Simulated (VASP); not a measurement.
Set up this calculation in VASP 6.6.1, as the native input.

```
Task                   : single point
Functional             : BLYP
Potentials or basis    : VASP PAW PBE potentials, release 64 (W_sv)
Cutoff                 : 520 eV
k mesh                 : 22 × 22 × 22
Occupations            : fermi-dirac, width 0.1 eV
Spin                   : no spin polarisation
Dipole correction      : no
Further INCAR settings : ALGO = Normal; EDIFF = 1e-07; NBANDS = 13
```

The structure of W lies in POSCAR:

```
W
1.0
   -1.6100263885      1.6100263885      1.6100263885
    1.6100263885     -1.6100263885      1.6100263885
    1.6100263885      1.6100263885     -1.6100263885
W
1
Direct
    0.0000000000      0.0000000000      0.0000000000
```

The input as run:

INCAR

```
SYSTEM = W
AGGAC = 1.0
AGGAX = 1.0
ALDAC = 0.0
ALDAX = 1.0
ALGO = Normal
EDIFF = 1E-7
ENCUT = 520
GGA = B5
ISIF = 2
ISMEAR = -1
LASPH = .True.
LCHARG = .False.
LREAL = .False.
LWAVE = .False.
NBANDS = 13
NELM = 100
PREC = Accurate
SIGMA = 0.1
```

KPOINTS

```
k-points
0
Gamma
  22 22 22
  0 0 0
```

Potentials or basis: VASP PAW PBE potentials, release 64 (W_sv).

Launch:

```bash
$ cat potpaw_PBE.64/W_sv/POTCAR > POTCAR
$ mpirun -np 1 vasp_std > vasp.out
```

It gave:

```
Pressure               : 1.5 GPa
Band gap on the k mesh : zero (bands 7 and 8 overlap by 5.93 eV)
```

Caveat: the PAW data sets were made with another functional, which shifts forces and pressure a little; spin-orbit coupling is left out, which moves the levels of the heavy elements.

It took 77 s on 1 thread of Intel(R) Xeon(R) Platinum 8259CL CPU @ 2.50GHz (Skylake/Cascade Lake), on a shared host, peak memory 0.19 GiB.
